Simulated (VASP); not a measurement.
# LiCl (Fm-3m) in VASP: a series of runs, part 2 of 2

VASP 6.6.1. The steps go on from the part before.

## Step 3: Relaxation of cell and atoms, PBEsol

This run uses another cell than the first one, of 17.08 Å³/atom, 1.052 times its volume.

The input, INCAR:

```
SYSTEM = LiCl
ALGO = Normal
EDIFF = 1E-6
EDIFFG = -0.005
ENCUT = 600
GGA = PS
IBRION = 2
ISIF = 3
ISMEAR = 0
LASPH = .True.
LCHARG = .False.
LREAL = .False.
LWAVE = .False.
NELM = 60
NSW = 70
PREC = Accurate
SIGMA = 0.02
```

The input, KPOINTS:

```
k-points
0
Gamma
  8 8 8
  0 0 0
```

The input, POSCAR:

```
LiCl
1.0
    0.0000000000      2.5751358841      2.5751358841
    2.5751358841      0.0000000000      2.5751358841
    2.5751358841      2.5751358841      0.0000000000
Li Cl
1 1
Direct
    0.0000000000      0.0000000000      0.0000000000
    0.5000000000      0.5000000000      0.5000000000
```

Potentials or basis: VASP PAW PBE potentials, release 64 (Li_sv, Cl).

Command:

```bash
$ cat potpaw_PBE.64/Li_sv/POTCAR potpaw_PBE.64/Cl/POTCAR > POTCAR
$ mpirun -np 1 vasp_std > vasp.out
```

OUTCAR:

```text
SYSTEM = LiCl
   EDIFF = 1E-6
   EDIFFG = -0.005
   ENCUT = 600
   GGA = PS
   IBRION = 2
   ISIF = 3
   ISMEAR = 0
   LASPH = .True.
   LREAL = .False.
   NELM = 60
   NSW = 70
   PREC = Accurate

 ion  position               nearest neighbor table
   1  0.000  0.000  0.000-   2 2.58   2 2.58   2 2.58   2 2.58   2 2.58   2 2.58
   2  0.500  0.500  0.500-   1 2.58   1 2.58   1 2.58   1 2.58   1 2.58   1 2.58

  LATTYP: Found a face centered cubic cell.
 ALAT       =     5.1502717682

  Lattice vectors:

 A1 = (   0.0000000000,   2.5751358841,   2.5751358841)
 A2 = (   2.5751358841,   0.0000000000,   2.5751358841)
 A3 = (   2.5751358841,   2.5751358841,   0.0000000000)

Analysis of symmetry for initial positions (statically):
=====================================================================
 Subroutine PRICEL returns:
 Original cell was already a primitive cell.

 Routine SETGRP: Setting up the symmetry group for a
 face centered cubic supercell.

 Subroutine GETGRP returns: Found 48 space group operations
 (whereof 48 operations were pure point group operations)
 out of a pool of 48 trial point group operations.

The static configuration has the point symmetry O_h .

Analysis of symmetry for dynamics (positions and initial velocities):
=====================================================================
 Subroutine PRICEL returns:
 Original cell was already a primitive cell.

 Routine SETGRP: Setting up the symmetry group for a
 face centered cubic supercell.

 Subroutine GETGRP returns: Found 48 space group operations
 (whereof 48 operations were pure point group operations)
 out of a pool of 48 trial point group operations.

The dynamic configuration has the point symmetry O_h .

 Subroutine INISYM returns: Found 48 space group operations
 (whereof 48 operations are pure point group operations),
 and found     1 'primitive' translations

----------------------------------------------------------------------------------------

                                     Primitive cell

  volume of cell :      34.1531

[... 96 lines left out ...]
   POTIM  = 0.5000    time-step for ionic-motion
   TEBEG  =    0.0;   TEEND  =   0.0 temperature during run
   PSTRESS=    0.0 pullay stress
   NELECT =      10.0000    total number of electrons
   NUPDOWN=      -1.0000    fix difference up-down
   EMIN   =  10.00;   EMAX   =-10.00  energy-range for DOS
   EFERMI =   0.00;   METHOD = LEGACY
   ISMEAR =     0;   SIGMA  =   0.02  broadening in eV -4-tet -1-fermi 0-gaus
   EFERMI_NEDOS =   21; number of points for ismear=-14 and -15
   IALGO  =     38    algorithm
   IMIX   =      4    mixing-type and parameters
     AMIX     =   0.40;   BMIX     =  1.00
     AMIX_MAG =   1.60;   BMIX_MAG =  1.00
  volume/ion in A,a.u.               =      17.08       115.24
  Fermi-wavevector in a.u.,A,eV,Ry     =   1.087088  2.054298 16.078824  1.181760
  Thomas-Fermi vector in A             =   2.223239
   LORBIT       =      0    0 simple, 1 ext, 2 COOP (PROOUT), +10 PAW based schemes
   GGA     = PS    functional components
   LHFCALC =     F    Hartree Fock is set to
   AEXX    =    0.0000 exact exchange contribution
   IVDW    =     0    specifies the selected vdW correction
   LEPSILON=     F    determine dielectric tensor
   LRPA    =     F    only Hartree local field effects (RPA)
 conjugate gradient relaxation of ions
 non-spin polarized calculation
 Gauss-broadening in eV      SIGMA  =   0.02
  energy-cutoff  :      600.00
  volume of cell :       34.15
 maximum number of plane-waves:      1158
 NGX is ok and might be reduce to    30
   NGX = 15   NGY = 15   NGZ = 15

--------------------------------------- Ionic step        1  -------------------------------------------

 number of electron      10.0000007 magnetization

 Free energy of the ion-electron system (eV)
  ---------------------------------------------------
  ext. energy  EPLUGINS =         0.00000000
  ---------------------------------------------------
  free energy    TOTEN  =        -7.63106729 eV

  energy without entropy =       -7.63106729  energy(sigma->0) =       -7.63106729

 E-fermi :   0.5910     XC(G=0):  -8.8579

 val. band max:        0.4439468867   @ k =   0.0000   0.0000   0.0000
 cond. band min:       6.5125307909   @ k =   0.0000   0.0000   0.0000
 fundamental gap:      6.0685839042
 Fermi energy:         0.5910139594

 k-point     1 :       0.0000    0.0000    0.0000
  band No.  band energies     occupation
      1     -42.3904      2.00000
      2     -12.9061      2.00000
      3       0.4439      2.00000
      4       0.4439      2.00000
      5       0.4439      2.00000
      6       6.5125      0.00000
      7      12.2452      0.00000
      8      12.2452      0.00000
      9      12.2452      0.00000
[... 383 lines left out ...]
--------------------------------------- Ionic step        4  -------------------------------------------

 number of electron       9.9999995 magnetization

 Free energy of the ion-electron system (eV)
  ---------------------------------------------------
  ext. energy  EPLUGINS =         0.00000000
  ---------------------------------------------------
  free energy    TOTEN  =        -7.64052981 eV

  energy without entropy =       -7.64052981  energy(sigma->0) =       -7.64052981

 E-fermi :   0.9465     XC(G=0):  -9.0867

 val. band max:        0.8441587064   @ k =   0.0000   0.0000   0.0000
 cond. band min:       7.2130614652   @ k =   0.0000   0.0000   0.0000
 fundamental gap:      6.3689027588
 Fermi energy:         0.9464904289

 k-point     1 :       0.0000    0.0000    0.0000
  band No.  band energies     occupation
      1     -41.9021      2.00000
      2     -12.6959      2.00000
      3       0.8442      2.00000
      4       0.8442      2.00000
      5       0.8442      2.00000
      6       7.2131      0.00000
      7      12.6873      0.00000
      8      12.6873      0.00000
      9      12.6873      0.00000
[... 305 lines left out ...]
  FREE ENERGIE OF THE ION-ELECTRON SYSTEM (eV)
  ---------------------------------------------------
  free  energy   TOTEN  =        -7.6405298140 eV

  energy  without entropy=       -7.6405298140  energy(sigma->0) =       -7.64052981

 reached required accuracy - stopping structural energy minimisation
```

CONTCAR:

```text
LiCl
   1.00000000000000
     0.0000000000000000    2.5306208406671282    2.5306208406671282
     2.5306208406671282   -0.0000000000000000    2.5306208406671282
     2.5306208406671282    2.5306208406671282    0.0000000000000000
  Li              Cl
     1     1
Direct
     1.0000000000000000    1.0000000000000000    0.0000000000000000
     0.5000000000000000    0.5000000000000000    0.5000000000000000

  0.00000000E+00  0.00000000E+00  0.00000000E+00
  0.00000000E+00  0.00000000E+00  0.00000000E+00
```

It took 20 s on 1 thread of Intel Xeon 6975P-C, shared host; peak memory 0.17 GiB.

Results:

```
Free energy                            : -7.6405 eV
Relaxed volume                         : 16.21 Å³/atom
Relaxed cell                           : a = 3.579 Å, b = 3.579 Å, c = 3.579 Å, α = 60.00°, β = 60.00°, γ = 60.00°
Space group after relaxing (to 0.05 Å) : Fm-3m (No. 225)
Energy gained by relaxing              : 4.7 meV/atom
Ionic steps                            : 4
Pressure after relaxing                : 0.0 GPa
Band gap on the k mesh                 : 6.37 eV, direct
```

Step by step:
```csv
step,energy change (eV),largest force (eV/Å),pressure (GPa),volume (Å³)
1,0.0000,0.0000,-1.64,34.15
2,-0.0069,0.0000,-0.90,33.29
3,-0.0094,0.0000,-0.09,32.50
4,-0.0095,0.0000,-0.04,32.41
```

Final structure:
```xyz
2
Lattice="0.0000 2.5306 2.5306 2.5306 0.0000 2.5306 2.5306 2.5306 0.0000" Properties=species:S:1:pos:R:3 pbc="T T T"
Li    2.5306    2.5306    5.0612
Cl    2.5306    2.5306    2.5306
```

Levels at points of the mesh, in eV from the valence-band top:
```tsv
k point	band 3	band 4	band 5	band 6	band 7	band 8
(0.00, 0.00, 0.00)	0.00	0.00	0.00	6.37	11.84	11.84
(0.50, 0.00, 0.00)	-3.04	-0.28	-0.28	6.60	9.41	9.41
(0.50, 0.50, 0.00)	-3.15	-1.20	-1.20	7.85	8.03	12.62
```

Caveat: the cutoff is under 1.25 times the usual one of these potentials, so pressure, stress and relaxed cells hold a basis-set (Pulay) error; the PAW data sets were made with another functional, which shifts forces and pressure a little. As with any semilocal functional, this PBEsol gap is likely too small.
